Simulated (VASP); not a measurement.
BiTe: single point with PBEsol

The system is BiTe.

```
Bi Te
1.0
     0.00000    3.19715    3.14920
     3.19715    0.00000    3.14920
     3.19715    3.19715    0.00000
Bi Te
1 1
Direct
  0.00000 0.00000 0.00000
  0.50000 0.50000 0.50000
```

This cell differs from its parent crystal: strain +0.000 along x and y, -0.015 along z.

```yaml
Program: VASP 6.6.1
Task: single point
Functional: PBEsol
Potentials_or_basis: VASP PAW PBE potentials, release 64 (Bi_d, Te)
Cutoff: 500 eV
k_mesh: 16 × 16 × 16
Occupations: gaussian, width 0.15 eV
Spin: no spin polarisation
```

```yaml
Pressure: 0.9 GPa
Band_gap_on_the_k_mesh: zero (an odd number of electrons rules out a gap without spin polarisation)
```

Stress tensor (GPa, compression positive):
```
0.43 0.00 0.00
0.00 0.43 0.00
0.00 0.00 1.90
```

Levels at points of the mesh, in eV from the Fermi level:
```tsv
k point	band 6	band 7	band 8	band 9	band 10	band 11	band 12	band 13	band 14	band 15
(0.00, 0.00, 0.00)	-13.89	-7.94	-2.81	-2.59	-2.59	2.14	2.14	2.51	4.52	4.52
(0.50, 0.00, 0.00)	-11.79	-11.44	-2.02	-1.99	-1.58	-0.89	-0.73	-0.67	7.36	7.87
(0.50, 0.50, 0.00)	-11.85	-10.08	-6.06	-4.27	-4.27	1.97	3.80	3.80	5.50	8.85
(0.50, 0.00, 0.50)	-12.02	-9.91	-6.00	-4.34	-4.14	2.00	3.66	4.05	5.26	8.82
```

It took 120 s on 1 thread of Intel(R) Xeon(R) 6975P-C (Granite Rapids) (shared host), peak memory 0.49 GiB.

Caveat: the cell differs from its parent crystal (strain +0.000 along x and y, -0.015 along z); the PAW data sets were made with another functional, which shifts forces and pressure a little; spin-orbit coupling is left out, which moves the levels of the heavy elements.
